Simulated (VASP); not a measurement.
# Hf3NbO (Pm-3m) in VASP: relaxation of cell and atoms with PBE

Aim: the relaxation of cell and atoms of Hf3NbO with PBE.

Everything below comes from runs of VASP 6.6.1. Logs are shortened: lines on timing, memory, paths and dates and some standing lists are left out, and cuts for length are marked.

## 1. The cell of the first run

The structure is cubic, space group Pm-3m (No. 221). The conventional cell has a = 5.023 Å, b = 5.023 Å, c = 5.023 Å, α = 90.00°, β = 90.00°, γ = 90.00°. Hf (site symmetry 4/mmm) has 2 Nb at 2.51 Å within 3.3 Å. Within 3.3 Å of Nb (site symmetry m-3m) lie 6 Hf at 2.51 Å. Within 4.7 Å of O (site symmetry m-3m) lie 12 Hf at 3.55 Å and 8 Nb at 4.35 Å.

The cell was built from a structure type or drawn by symmetry, and may not be a known phase.

## 2. Relaxation of cell and atoms, PBE

INCAR reads:

```
  PREC = Accurate
  ENCUT = 600
  EDIFF = 1E-6
  ISMEAR = 0
  SIGMA = 0.1
  LREAL = F
  LASPH = T
  NELM = 60
  ALGO = Normal
  ISIF = 3
  LWAVE = F
  LCHARG = F
  GGA = PE
  IBRION = 2
  NSW = 100
  EDIFFG = -0.01
```

KPOINTS reads:

```
Automatic mesh
0
Gamma
  8 8 8
```

POSCAR reads:

```
Hf3NbO
1.0
    5.0234492589      0.0000000000      0.0000000000
    0.0000000000      5.0234492589      0.0000000000
    0.0000000000      0.0000000000      5.0234492589
Hf Nb O
3 1 1
Direct
    0.0000000000      0.5000000000      0.5000000000
    0.5000000000      0.0000000000      0.5000000000
    0.5000000000      0.5000000000      0.0000000000
    0.5000000000      0.5000000000      0.5000000000
    0.0000000000      0.0000000000      0.0000000000
```

Potentials or basis: VASP PAW PBE potentials, release 64 (Hf_pv, Nb_sv, O).

Command:

```console
$ cat potpaw_PBE.64/Hf_pv/POTCAR potpaw_PBE.64/Nb_sv/POTCAR potpaw_PBE.64/O/POTCAR > POTCAR
$ mpirun -np 1 vasp_std > vasp.out
```

OUTCAR:

```text
PREC = Accurate
   ENCUT = 600
   EDIFF = 1E-6
   ISMEAR = 0
   LREAL = F
   LASPH = T
   NELM = 60
   ISIF = 3
   GGA = PE
   IBRION = 2
   NSW = 100
   EDIFFG = -0.01

 ion  position               nearest neighbor table
   1  0.000  0.500  0.500-   4 2.51   4 2.51   2 3.55   3 3.55   2 3.55   2 3.55   3 3.55   3 3.55
                             3 3.55   2 3.55
   2  0.500  0.000  0.500-   4 2.51   4 2.51   1 3.55   3 3.55   1 3.55   3 3.55   3 3.55   3 3.55
                             1 3.55   1 3.55
   3  0.500  0.500  0.000-   4 2.51   4 2.51   1 3.55   1 3.55   2 3.55   2 3.55   2 3.55   2 3.55
                             1 3.55   1 3.55
   4  0.500  0.500  0.500-   1 2.51   2 2.51   3 2.51   3 2.51   2 2.51   1 2.51
   5  0.000  0.000  0.000-

  LATTYP: Found a simple cubic cell.
 ALAT       =     5.0234492589

  Lattice vectors:

 A1 = (   5.0234492589,   0.0000000000,   0.0000000000)
 A2 = (   0.0000000000,   5.0234492589,   0.0000000000)
 A3 = (   0.0000000000,   0.0000000000,   5.0234492589)

Analysis of symmetry for initial positions (statically):
=====================================================================
 Subroutine PRICEL returns:
 Original cell was already a primitive cell.

 Routine SETGRP: Setting up the symmetry group for a
 simple cubic supercell.

 Subroutine GETGRP returns: Found 48 space group operations
 (whereof 48 operations were pure point group operations)
 out of a pool of 48 trial point group operations.

The static configuration has the point symmetry O_h .

Analysis of symmetry for dynamics (positions and initial velocities):
=====================================================================
 Subroutine PRICEL returns:
 Original cell was already a primitive cell.

 Routine SETGRP: Setting up the symmetry group for a
 simple cubic supercell.

 Subroutine GETGRP returns: Found 48 space group operations
 (whereof 48 operations were pure point group operations)
 out of a pool of 48 trial point group operations.

The dynamic configuration has the point symmetry O_h .

 Subroutine INISYM returns: Found 48 space group operations
 (whereof 48 operations are pure point group operations),
 and found     1 'primitive' translations

----------------------------------------------------------------------------------------

                                     Primitive cell

  volume of cell :     126.7670

  direct lattice vectors                    reciprocal lattice vectors
     5.023449259  0.000000000  0.000000000     0.199066408  0.000000000  0.000000000
     0.000000000  5.023449259  0.000000000     0.000000000  0.199066408  0.000000000
     0.000000000  0.000000000  5.023449259     0.000000000  0.000000000  0.199066408

  length of vectors
     5.023449259  5.023449259  5.023449259     0.199066408  0.199066408  0.199066408

  position of ions in fractional coordinates (direct lattice)
     0.000000000  0.500000000  0.500000000
     0.500000000  0.000000000  0.500000000
     0.500000000  0.500000000  0.000000000
     0.500000000  0.500000000  0.500000000
     0.000000000  0.000000000  0.000000000

  ion indices of the primitive-cell ions
   primitive index   ion index
                 1           1
                 2           2
                 3           3
                 4           4
                 5           5

----------------------------------------------------------------------------------------

 KPOINTS: Automatic mesh

Automatic generation of k-mesh.
 Grid dimensions read from file:
 generate k-points for:    8    8    8

 Generating k-lattice:

  Cartesian coordinates                     Fractional coordinates (reciprocal lattice)
     0.024883301  0.000000000  0.000000000     0.125000000  0.000000000  0.000000000
     0.000000000  0.024883301  0.000000000     0.000000000  0.125000000  0.000000000
     0.000000000  0.000000000  0.024883301     0.000000000  0.000000000  0.125000000

  Length of vectors
     0.024883301  0.024883301  0.024883301

  Shift w.r.t. Gamma in fractional coordinates (k-lattice)
     0.000000000  0.000000000  0.000000000

 Subroutine IBZKPT returns following result:
 ===========================================

 Found     35 irreducible k-points:

 Following reciprocal coordinates:
            Coordinates               Weight
  0.000000  0.000000  0.000000      1.000000
  0.125000  0.000000  0.000000      6.000000
  0.250000  0.000000  0.000000      6.000000
  0.375000  0.000000  0.000000      6.000000
  0.500000  0.000000  0.000000      3.000000
  0.125000  0.125000  0.000000     12.000000
[... 16 lines left out ...]
  0.375000  0.375000  0.125000     24.000000
  0.500000  0.375000  0.125000     24.000000
 [... further k-points ...]
   k-points           NKPTS =     35   k-points in BZ     NKDIM =     35   number of bands    NBANDS=     29
   number of dos      NEDOS =    301   number of ions     NIONS =      5
   total plane-waves  NPLWV =  64000
   dimension x,y,z NGX =    40 NGY =   40 NGZ =   40
   dimension x,y,z NGXF=    80 NGYF=   80 NGZF=   80
   ions per type =               3   1   1
   NGX,Y,Z   is equivalent  to a cutoff of  13.24, 13.24, 13.24 a.u.
   NGXF,Y,Z  is equivalent  to a cutoff of  26.48, 26.48, 26.48 a.u.
 SYSTEM =  unknown system
   PREC   = accura    normal or accurate (medium, high low for compatibility)
   ISTART =      0    job   : 0-new  1-cont  2-samecut
   ICHARG =      2    charge: 1-file 2-atom 10-const
   ISPIN  =      1    spin polarized calculation?
   LNONCOLLINEAR =      F non collinear calculations
   LSORBIT =      F    spin-orbit coupling
   LASPH  =      T    aspherical Exc in radial PAW
   ENCUT  =  600.0 eV  44.10 Ry    6.64 a.u.  10.03 10.03 10.03*2*pi/ulx,y,z
   NELM   =     60;   NELMIN=  2; NELMDL= -5     # of ELM steps
   EDIFF  = 0.1E-05   stopping-criterion for ELM
   LREAL  =      F    real-space projection
   EDIFFG = -.1E-01   stopping-criterion for IOM
   NSW    =    100    number of steps for IOM
   IBRION =      2    ionic relax: 0-MD 1-quasi-New 2-CG
   NFREE  =      1    steps in history (QN), initial steepest desc. (CG)
   ISIF   =      3    stress and relaxation
   ISYM   =      2    0-nonsym 1-usesym 2-fastsym
   POTIM  = 0.5000    time-step for ionic-motion
   TEBEG  =    0.0;   TEEND  =   0.0 temperature during run
   PSTRESS=    0.0 pullay stress
   NELECT =      49.0000    total number of electrons
   NUPDOWN=      -1.0000    fix difference up-down
   EMIN   =  10.00;   EMAX   =-10.00  energy-range for DOS
   EFERMI =   0.00;   METHOD = LEGACY
   ISMEAR =     0;   SIGMA  =   0.10  broadening in eV -4-tet -1-fermi 0-gaus
   EFERMI_NEDOS =   21; number of points for ismear=-14 and -15
   IALGO  =     38    algorithm
   IMIX   =      4    mixing-type and parameters
     AMIX     =   0.40;   BMIX     =  1.00
     AMIX_MAG =   1.60;   BMIX_MAG =  1.00
  volume/ion in A,a.u.               =      25.35       171.09
  Fermi-wavevector in a.u.,A,eV,Ry     =   1.192536  2.253566 19.349419  1.422142
  Thomas-Fermi vector in A             =   2.328572
   LORBIT       =      0    0 simple, 1 ext, 2 COOP (PROOUT), +10 PAW based schemes
   GGA     = PE    functional components
   LHFCALC =     F    Hartree Fock is set to
   AEXX    =    0.0000 exact exchange contribution
   IVDW    =     0    specifies the selected vdW correction
   LEPSILON=     F    determine dielectric tensor
   LRPA    =     F    only Hartree local field effects (RPA)
 conjugate gradient relaxation of ions
 non-spin polarized calculation
 Gauss-broadening in eV      SIGMA  =   0.10
  energy-cutoff  :      600.00
  volume of cell :      126.77
 maximum number of plane-waves:      4260
   NGX = 21   NGY = 21   NGZ = 21

 number of electron      48.9999999 magnetization

 Free energy of the ion-electron system (eV)
  ---------------------------------------------------
  ext. energy  EPLUGINS =         0.00000000
  ---------------------------------------------------
  free energy    TOTEN  =       -38.06500863 eV

  energy without entropy =      -38.01919502  energy(sigma->0) =      -38.04210182

 E-fermi :   3.3183     XC(G=0):  -9.7862

 val. band max:        3.3182054878   @ k =   0.3750   0.0000   0.0000
 cond. band min:       3.3196132104   @ k =   0.3750   0.2500   0.2500
 fundamental gap:      0.0014077227
 Fermi energy:         3.3183288787

 k-point     1 :       0.0000    0.0000    0.0000
  band No.  band energies     occupation
      1     -50.2912      2.00000
      2     -28.8495      2.00000
      3     -28.8495      2.00000
      4     -28.8495      2.00000
      5     -28.1431      2.00000
      6     -28.1431      2.00000
[... 21 lines left out ...]
     28       5.3717      0.00000
     29       5.3718      0.00000

 k-point     2 :       0.1250    0.0000    0.0000
  band No.  band energies     occupation
      1     -50.2921      2.00000
      2     -28.8459      2.00000
      3     -28.8459      2.00000
      4     -28.7719      2.00000
      5     -28.1442      2.00000
      6     -28.1442      2.00000
[... 21 lines left out ...]
     28       5.4460      0.00000
     29       5.5097      0.00000

 k-point     3 :       0.2500    0.0000    0.0000
  band No.  band energies     occupation
      1     -50.2942      2.00000
      2     -28.8371      2.00000
      3     -28.8371      2.00000
      4     -28.5604      2.00000
      5     -28.1481      2.00000
      6     -28.1481      2.00000
[... 21 lines left out ...]
     28       4.7920      0.00000
     29       5.0190      0.00000

 k-point     4 :       0.3750    0.0000    0.0000
  band No.  band energies     occupation
      1     -50.2963      2.00000
      2     -28.8281      2.00000
      3     -28.8281      2.00000
      4     -28.3059      2.00000
      5     -28.1537      2.00000
      6     -28.1537      2.00000
[... 597 lines left out ...]
     28       3.8831      0.00000
     29       4.6545      0.00000

 k-point    23 :       0.3750    0.3750    0.1250
  band No.  band energies     occupation
      1     -50.3022      2.00000
      2     -28.7262      2.00000
      3     -28.2839      2.00000
      4     -28.2525      2.00000
      5     -28.2075      2.00000
      6     -28.1597      2.00000
[... 21 lines left out ...]
     28       4.0166      0.00000
     29       4.6004      0.00000

 k-point    24 :       0.5000    0.3750    0.1250
  band No.  band energies     occupation
      1     -50.3030      2.00000
      2     -28.7219      2.00000
      3     -28.2599      2.00000
      4     -28.2253      2.00000
      5     -28.1929      2.00000
      6     -28.1595      2.00000
[... 21 lines left out ...]
     28       4.1085      0.00000
     29       4.5187      0.00000

 [... further k-points ...]

------------------------ aborting loop because EDIFF is reached ----------------------------------------

  FORCE on cell =-STRESS in cart. coord.  units (eV):
  Direction    XX          YY          ZZ          XY          YZ          ZX
  --------------------------------------------------------------------------------------
  -------------------------------------------------------------------------------------
  Total        0.0424861      0.0424861      0.0424861      0.0000000      0.0000000      0.0000000
  in kB        0.5369719      0.5369719      0.5369719      0.0000000      0.0000000      0.0000000
  external PRESSURE =       0.5369719 kB  Pullay stress =       0.0000000 kB

 VOLUME and BASIS-vectors are now :
 -----------------------------------------------------------------------------
  energy-cutoff  :      600.00
  volume of cell :      126.77
      direct lattice vectors                 reciprocal lattice vectors
     5.023449259  0.000000000  0.000000000     0.199066408  0.000000000  0.000000000
     0.000000000  5.023449259  0.000000000     0.000000000  0.199066408  0.000000000
     0.000000000  0.000000000  5.023449259     0.000000000  0.000000000  0.199066408

 POSITION                                       TOTAL-FORCE (eV/Angst)
 -----------------------------------------------------------------------------------
      0.00000      2.51172      2.51172         0.000000      0.000000      0.000000
      2.51172      0.00000      2.51172         0.000000      0.000000      0.000000
      2.51172      2.51172      0.00000         0.000000      0.000000      0.000000
      2.51172      2.51172      2.51172         0.000000      0.000000      0.000000
      0.00000      0.00000      0.00000         0.000000      0.000000      0.000000
 -----------------------------------------------------------------------------------
    total drift:                               -0.000000     -0.000000     -0.000000

  FREE ENERGIE OF THE ION-ELECTRON SYSTEM (eV)
  ---------------------------------------------------
  free  energy   TOTEN  =       -38.0650086258 eV

  energy  without entropy=      -38.0191950209  energy(sigma->0) =      -38.04210182

 reached required accuracy - stopping structural energy minimisation
```

Run time: 2.4 min. Hardware: 1 thread of Intel Xeon Platinum 8488C (Sapphire Rapids), shared host; peak memory 0.34 GiB.

What came out:

* Free energy: -38.0650 eV
* Pressure after relaxing: 0.1 GPa
* Band gap on the k mesh: zero (an odd number of electrons rules out a gap without spin polarisation)

Final structure:
```
CELL_PARAMETERS angstrom
5.02345 0.00000 0.00000
0.00000 5.02345 0.00000
0.00000 0.00000 5.02345
ATOMIC_POSITIONS crystal
Hf 0.00000 0.50000 0.50000
Hf 0.50000 0.00000 0.50000
Hf 0.50000 0.50000 0.00000
Nb 0.50000 0.50000 0.50000
O 0.00000 0.00000 0.00000
```

Caveat: the relaxation stopped at its first step, so nothing moved; spin-orbit coupling is left out, which moves the levels of the heavy elements; an odd number of electrons without spin polarisation forces a metal; a magnetic or distorted state may lie lower.
